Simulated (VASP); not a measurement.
# SrCuS2 (Cmcm) in VASP: single point with r2SCAN+U

Aim: the single point of SrCuS2 with r2SCAN+U.

All numbers are computed with VASP 6.6.1; they aren't measurements. Logs are shortened: lines on timing, memory, paths and dates and some standing lists are left out, and cuts for length are marked.

### Step 1. The cell of the first run

Symmetry: Cmcm, No. 63, orthorhombic system. The conventional cell has a = 3.982 Å, b = 18.234 Å, c = 4.379 Å, α = 90.00°, β = 90.00°, γ = 90.00°. Sr (site symmetry m2m) has 7 S at 2.80 to 2.96 Å and 4 Cu at 3.55 Å within 3.7 Å. Within 2.8 Å of Cu (site symmetry m2m) lie 4 S at 2.12 to 2.19 Å. Within 3.0 Å of S (site symmetry m2m) lie 3 Cu at 2.12 to 2.19 Å and 2 Sr at 2.87 Å and 2 S at 2.97 Å. S (site symmetry m2m) has 1 Cu at 2.13 Å and 1 Sr at 2.80 Å within 2.8 Å.

### Step 2. Single point, r2SCAN+U

The input, POSCAR:

```
SrCuS2
1.0
    3.9816610000      0.0000000000      0.0000000000
    1.9908300000     -9.1170540000      0.0000000000
    0.0000000000      0.0000000000     -4.3792680000
Sr Cu S
2 2 4
Direct
    0.3314000000      0.3372000000      0.7500000000
    0.6686000000      0.6628000000      0.2500000000
    0.0610000000      0.8780000000      0.7500000000
    0.9390000000      0.1220000000      0.2500000000
    0.9450000000      0.1100000000      0.7500000000
    0.0550000000      0.8900000000      0.2500000000
    0.1780000000      0.6440000000      0.7500000000
    0.8220000000      0.3560000000      0.2500000000
```

The input, INCAR.step1:

```
SYSTEM = SrCuS2
PREC = Accurate ; ENCUT = 520
ISMEAR = -1 ; SIGMA = 0.0389
LREAL = .FALSE. ; LASPH = .TRUE.
NELM = 150 ; LMAXMIX = 4
LDAU = .TRUE. ; LDAUTYPE = 2
LDAUL = -1 2 -1 ; LDAUU = 0 5.77 0
LDAUJ = 0 0 0 ; NBANDS = 43
GGA = PE ; ALGO = Normal
EDIFF = 1E-4 ; LWAVE = .TRUE.
LCHARG = .FALSE. ; KPAR = 4
```

The input, INCAR.step2:

```
SYSTEM = SrCuS2
PREC = Accurate ; ENCUT = 520
EDIFF = 1E-7 ; ISMEAR = -1
SIGMA = 0.0389 ; LREAL = .FALSE.
LASPH = .TRUE. ; NELM = 150
ALGO = Normal ; ISIF = 2
LWAVE = .FALSE. ; LCHARG = .FALSE.
LMAXMIX = 4 ; LDAU = .TRUE.
LDAUTYPE = 2 ; LDAUL = -1 2 -1
LDAUU = 0 5.77 0 ; LDAUJ = 0 0 0
LDAUPRINT = 1 ; METAGGA = R2SCAN
LMIXTAU = .TRUE. ; NBANDS = 43
ISTART = 1 ; KPAR = 4
```

The input, KPOINTS:

```
regular mesh
0
G
  7 7 6
  0 0 0
```

Potentials or basis: VASP PAW PBE potentials, release 64 (Sr_sv, Cu, S).

The run is started by

```
$ cat potpaw_PBE.64/Sr_sv/POTCAR potpaw_PBE.64/Cu/POTCAR potpaw_PBE.64/S/POTCAR > POTCAR
$ cp INCAR.step1 INCAR
$ mpirun -np 4 vasp_std > vasp.out
$ cp INCAR.step2 INCAR
$ mpirun -np 4 vasp_std > vasp.out
```

OUTCAR:

```text
SYSTEM = SrCuS2
   PREC = Accurate
   ENCUT = 520
   EDIFF = 1E-7
   ISMEAR = -1
   LREAL = .FALSE.
   LASPH = .TRUE.
   NELM = 150
   ISIF = 2
   METAGGA = R2SCAN
   ISTART = 1

 ion  position               nearest neighbor table
   1  0.331  0.337  0.750-   7 2.80   5 2.87   5 2.87   8 2.96   8 2.96   8 2.96   8 2.96   4 3.55
                             4 3.55   4 3.55   4 3.55   2 4.19   2 4.19   2 4.19   2 4.19
   2  0.669  0.663  0.250-   8 2.80   6 2.87   6 2.87   7 2.96   7 2.96   7 2.96   7 2.96   3 3.55
                             3 3.55   3 3.55   3 3.55   1 4.19   1 4.19   1 4.19   1 4.19
   3  0.061  0.878  0.750-   5 2.12   7 2.13   6 2.19   6 2.19   2 3.55   2 3.55   2 3.55   2 3.55

   4  0.939  0.122  0.250-   6 2.12   8 2.13   5 2.19   5 2.19   1 3.55   1 3.55   1 3.55   1 3.55

   5  0.945  0.110  0.750-   3 2.12   4 2.19   4 2.19   1 2.87   1 2.87
   6  0.055  0.890  0.250-   4 2.12   3 2.19   3 2.19   2 2.87   2 2.87
   7  0.178  0.644  0.750-   3 2.13   1 2.80   2 2.96   2 2.96   2 2.96   2 2.96
   8  0.822  0.356  0.250-   4 2.13   2 2.80   1 2.96   1 2.96   1 2.96   1 2.96

  LATTYP: Found a base centered orthorhombic cell.
 ALAT       =     3.9816610000
 B/A-ratio  =     4.5795229679
 C/A-ratio  =     1.0998595812

  Lattice vectors:

 A1 = (   1.9908310000,   9.1170540000,   0.0000000000)
 A2 = (   1.9908300000,  -9.1170540000,   0.0000000000)
 A3 = (   0.0000000000,   0.0000000000,  -4.3792680000)

Analysis of symmetry for initial positions (statically):
=====================================================================
 Subroutine PRICEL returns:
 Original cell was already a primitive cell.

 Routine SETGRP: Setting up the symmetry group for a
 base centered orthorhombic supercell.

 Subroutine GETGRP returns: Found  8 space group operations
 (whereof  4 operations were pure point group operations)
 out of a pool of  8 trial point group operations.

The static configuration has the point symmetry C_2h.
 The point group associated with its full space group is D_2h.

Analysis of symmetry for dynamics (positions and initial velocities):
=====================================================================
 Subroutine PRICEL returns:
 Original cell was already a primitive cell.

 Routine SETGRP: Setting up the symmetry group for a
 base centered orthorhombic supercell.

 Subroutine GETGRP returns: Found  8 space group operations
 (whereof  4 operations were pure point group operations)
 out of a pool of  8 trial point group operations.

The dynamic configuration has the point symmetry C_2h.
 The point group associated with its full space group is D_2h.

 Subroutine INISYM returns: Found  8 space group operations
 (whereof  4 operations are pure point group operations),
 and found     1 'primitive' translations

----------------------------------------------------------------------------------------

                                     Primitive cell

  volume of cell :     158.9719

  direct lattice vectors                    reciprocal lattice vectors
     3.981661000  0.000000000  0.000000000     0.251151467  0.054842263  0.000000000
     1.990830000 -9.117054000  0.000000000     0.000000000 -0.109684554  0.000000000
     0.000000000  0.000000000 -4.379268000     0.000000000  0.000000000 -0.228348665

  length of vectors
     3.981661000  9.331885004  4.379268000     0.257069510  0.109684554  0.228348665

  position of ions in fractional coordinates (direct lattice)
     0.331400000  0.337200000  0.750000000
     0.668600000  0.662800000  0.250000000
     0.061000000  0.878000000  0.750000000
     0.939000000  0.122000000  0.250000000
[... 137 lines left out ...]
 -0.0000  0.0000  0.8862  0.0000 -0.0402
 -0.0000  0.0000  0.0000  0.9631 -0.0000
  0.0000  0.0000 -0.0402 -0.0000  0.9266

spin component  2

  0.9635 -0.0000 -0.0000 -0.0000  0.0000
 -0.0000  0.9648  0.0000  0.0000  0.0000
 -0.0000  0.0000  0.8862  0.0000 -0.0402
 -0.0000  0.0000  0.0000  0.9631 -0.0000
  0.0000  0.0000 -0.0402 -0.0000  0.9266

 occupancies and eigenvectors

  o =  0.8614  v =  0.0000 -0.0000  0.8511 -0.0000  0.5250  0.0000  0.0000  0.0000  0.0000  0.0000      0.0000  0.0000  0.0000  0.0000  0.0000  0.0000  0.0000  0.0000  0.0000  0.0000
  o =  0.8614  v =  0.0000  0.0000  0.0000  0.0000  0.0000  0.0000 -0.0000  0.8511 -0.0000  0.5250      0.0000  0.0000  0.0000  0.0000  0.0000  0.0000  0.0000  0.0000  0.0000  0.0000
  o =  0.9515  v =  0.0000 -0.0000  0.5250 -0.0000 -0.8511  0.0000  0.0000  0.0000  0.0000  0.0000      0.0000  0.0000  0.0000  0.0000  0.0000  0.0000  0.0000  0.0000  0.0000  0.0000
  o =  0.9515  v =  0.0000  0.0000  0.0000  0.0000  0.0000  0.0000 -0.0000  0.5250 -0.0000 -0.8511      0.0000  0.0000  0.0000  0.0000  0.0000  0.0000  0.0000  0.0000  0.0000  0.0000
  o =  0.9631  v = -0.0000  0.0000  0.0000 -1.0000 -0.0000  0.0000  0.0000  0.0000  0.0000  0.0000      0.0000  0.0000  0.0000  0.0000  0.0000  0.0000  0.0000  0.0000  0.0000  0.0000
  o =  0.9631  v =  0.0000  0.0000  0.0000  0.0000  0.0000 -0.0000  0.0000  0.0000 -1.0000 -0.0000      0.0000  0.0000  0.0000  0.0000  0.0000  0.0000  0.0000  0.0000  0.0000  0.0000
  o =  0.9635  v = -1.0000 -0.0000  0.0000  0.0000 -0.0000  0.0000  0.0000  0.0000  0.0000  0.0000      0.0000  0.0000  0.0000  0.0000  0.0000  0.0000  0.0000  0.0000  0.0000  0.0000
  o =  0.9635  v =  0.0000  0.0000  0.0000  0.0000  0.0000 -1.0000 -0.0000  0.0000  0.0000 -0.0000      0.0000  0.0000  0.0000  0.0000  0.0000  0.0000  0.0000  0.0000  0.0000  0.0000
  o =  0.9648  v =  0.0000  0.0000  0.0000  0.0000  0.0000  0.0000 -1.0000 -0.0000 -0.0000  0.0000      0.0000  0.0000  0.0000  0.0000  0.0000  0.0000  0.0000  0.0000  0.0000  0.0000
  o =  0.9648  v =  0.0000 -1.0000 -0.0000 -0.0000  0.0000  0.0000  0.0000  0.0000  0.0000  0.0000      0.0000  0.0000  0.0000  0.0000  0.0000  0.0000  0.0000  0.0000  0.0000  0.0000

atom =   4  type =  2  l = 2

 onsite density matrix

spin component  1

  0.9635 -0.0000 -0.0000 -0.0000  0.0000
 -0.0000  0.9648  0.0000  0.0000  0.0000
 -0.0000  0.0000  0.8862  0.0000 -0.0402
 -0.0000  0.0000  0.0000  0.9631 -0.0000
  0.0000  0.0000 -0.0402 -0.0000  0.9266

spin component  2

  0.9635 -0.0000 -0.0000 -0.0000  0.0000
 -0.0000  0.9648  0.0000  0.0000  0.0000
 -0.0000  0.0000  0.8862  0.0000 -0.0402
 -0.0000  0.0000  0.0000  0.9631 -0.0000
  0.0000  0.0000 -0.0402 -0.0000  0.9266

 occupancies and eigenvectors

  o =  0.8614  v =  0.0000 -0.0000  0.8511 -0.0000  0.5250  0.0000  0.0000  0.0000  0.0000  0.0000      0.0000  0.0000  0.0000  0.0000  0.0000  0.0000  0.0000  0.0000  0.0000  0.0000
  o =  0.8614  v =  0.0000  0.0000  0.0000  0.0000  0.0000  0.0000 -0.0000  0.8511 -0.0000  0.5250      0.0000  0.0000  0.0000  0.0000  0.0000  0.0000  0.0000  0.0000  0.0000  0.0000
  o =  0.9515  v =  0.0000 -0.0000  0.5250 -0.0000 -0.8511  0.0000  0.0000  0.0000  0.0000  0.0000      0.0000  0.0000  0.0000  0.0000  0.0000  0.0000  0.0000  0.0000  0.0000  0.0000
  o =  0.9515  v =  0.0000  0.0000  0.0000  0.0000  0.0000  0.0000 -0.0000  0.5250 -0.0000 -0.8511      0.0000  0.0000  0.0000  0.0000  0.0000  0.0000  0.0000  0.0000  0.0000  0.0000
  o =  0.9631  v = -0.0000  0.0000  0.0000 -1.0000 -0.0000  0.0000  0.0000  0.0000  0.0000  0.0000      0.0000  0.0000  0.0000  0.0000  0.0000  0.0000  0.0000  0.0000  0.0000  0.0000
  o =  0.9631  v =  0.0000  0.0000  0.0000  0.0000  0.0000 -0.0000  0.0000  0.0000 -1.0000 -0.0000      0.0000  0.0000  0.0000  0.0000  0.0000  0.0000  0.0000  0.0000  0.0000  0.0000
  o =  0.9635  v = -1.0000  0.0000  0.0000  0.0000 -0.0000  0.0000  0.0000  0.0000  0.0000  0.0000      0.0000  0.0000  0.0000  0.0000  0.0000  0.0000  0.0000  0.0000  0.0000  0.0000
  o =  0.9635  v =  0.0000  0.0000  0.0000  0.0000  0.0000 -1.0000  0.0000  0.0000  0.0000 -0.0000      0.0000  0.0000  0.0000  0.0000  0.0000  0.0000  0.0000  0.0000  0.0000  0.0000
  o =  0.9648  v =  0.0000  0.0000  0.0000  0.0000  0.0000 -0.0000 -1.0000 -0.0000 -0.0000  0.0000      0.0000  0.0000  0.0000  0.0000  0.0000  0.0000  0.0000  0.0000  0.0000  0.0000
  o =  0.9648  v = -0.0000 -1.0000 -0.0000 -0.0000  0.0000  0.0000  0.0000  0.0000  0.0000  0.0000      0.0000  0.0000  0.0000  0.0000  0.0000  0.0000  0.0000  0.0000  0.0000  0.0000

 number of electron      66.0000004 magnetization

 Free energy of the ion-electron system (eV)
  ---------------------------------------------------
  ext. energy  EPLUGINS =         0.00000000
  ---------------------------------------------------
  free energy    TOTEN  =       -89.65043072 eV

  energy without entropy =      -89.65033694  energy(sigma->0) =      -89.65038383

 E-fermi :   4.7815     XC(G=0): -10.4401

 val. band max:        4.5193252943   @ k =  -0.4286   0.2857   0.1667
 cond. band min:       5.0752538363   @ k =   0.4286   0.0000   0.3333
 fundamental gap:      0.5559285420
 Fermi energy:         4.7815300423

 k-point     1 :       0.0000    0.0000    0.0000
  band No.  band energies     occupation
      1     -31.0951      2.00000
      2     -31.0776      2.00000
      3     -12.8985      2.00000
      4     -12.7127      2.00000
      5     -12.5980      2.00000
      6     -12.5408      2.00000
[... 1093 lines left out ...]
     42      11.2042      0.00000
     43      11.3480      0.00000

 [... further k-points ...]

------------------------ aborting loop because EDIFF is reached ----------------------------------------

  FORCE on cell =-STRESS in cart. coord.  units (eV):
  Direction    XX          YY          ZZ          XY          YZ          ZX
  --------------------------------------------------------------------------------------
  -------------------------------------------------------------------------------------
  Total        7.0861379     17.8429274     14.7952936      0.0000010      0.0000000      0.0000000
  in kB       71.4167114    179.8276043    149.1124265      0.0000099      0.0000000      0.0000000
  external PRESSURE =     133.4522474 kB  Pullay stress =       0.0000000 kB

 VOLUME and BASIS-vectors are now :
 -----------------------------------------------------------------------------
  energy-cutoff  :      520.00
  volume of cell :      158.97
      direct lattice vectors                 reciprocal lattice vectors
     3.981661000  0.000000000  0.000000000     0.251151467  0.054842263  0.000000000
     1.990830000 -9.117054000  0.000000000     0.000000000 -0.109684554  0.000000000
     0.000000000  0.000000000 -4.379268000     0.000000000  0.000000000 -0.228348665

 POSITION                                       TOTAL-FORCE (eV/Angst)
 -----------------------------------------------------------------------------------
      1.99083     -3.07427     -3.28445         0.000000      0.196914     -0.000000
      3.98166     -6.04278     -1.09482        -0.000000     -0.196914     -0.000000
      1.99083     -8.00477     -3.28445         0.000000      0.298037      0.000000
      3.98166     -1.11228     -1.09482        -0.000000     -0.298037     -0.000000
      3.98166     -1.00288     -3.28445         0.000000      0.054802      0.000000
      1.99083     -8.11418     -1.09482        -0.000000     -0.054802      0.000000
      1.99083     -5.87138     -3.28445         0.000000      0.855967      0.000000
      3.98166     -3.24567     -1.09482        -0.000000     -0.855967     -0.000000
 -----------------------------------------------------------------------------------
    total drift:                                0.000000      0.000000      0.000000

  FREE ENERGIE OF THE ION-ELECTRON SYSTEM (eV)
  ---------------------------------------------------
  free  energy   TOTEN  =       -89.6504307158 eV

  energy  without entropy=      -89.6503369422  energy(sigma->0) =      -89.65038383
```

It took 8.7 min on 4 MPI ranks of Intel Xeon Platinum 8488C (Sapphire Rapids), shared host; peak memory 0.55 GiB.

What came out:

```yaml
Free_energy: -89.6504 eV
Pressure: 13.3 GPa
Largest_force: 0.856 eV/Å
Band_gap_on_the_k_mesh: zero (bands 33 and 34 overlap by 2.81 eV)
```

Forces in eV/Å, atoms in the order of the input:
```
Sr   0.000  0.197  0.000
Sr   0.000 -0.197  0.000
Cu   0.000  0.298  0.000
Cu   0.000 -0.298  0.000
S    0.000  0.055  0.000
S    0.000 -0.055  0.000
S    0.000  0.856  0.000
S    0.000 -0.856  0.000
```

Stress tensor (GPa, compression positive):
```
 7.14  0.00  0.00
 0.00 17.98  0.00
 0.00  0.00 14.91
```

Levels at points of the mesh, in eV from the Fermi level:
| k point | band 30 | band 31 | band 32 | band 33 | band 34 | band 35 | band 36 | band 37 |
| --- | --- | --- | --- | --- | --- | --- | --- | --- |
| (0.00, 0.00, 0.00) | -2.02 | -1.77 | -1.69 | -1.34 | -1.25 | 1.36 | 2.53 | 3.98 |
| (0.00, 0.00, 0.50) | -2.61 | -1.47 | -1.47 | 1.12 | 1.12 | 4.55 | 4.55 | 4.68 |

Eigenvalues of the final occupation matrices:
```csv
site,spin,trace,eigenvalues
site 3 d,1,4.70,0.86 0.95 0.96 0.96 0.96
site 3 d,2,4.70,0.86 0.95 0.96 0.96 0.96
site 4 d,1,4.70,0.86 0.95 0.96 0.96 0.96
site 4 d,2,4.70,0.86 0.95 0.96 0.96 0.96
```

Caveat: the cell stands under pressure; the PAW data sets were made with another functional, which shifts forces and pressure a little; U without spin polarisation on a metal has little footing.
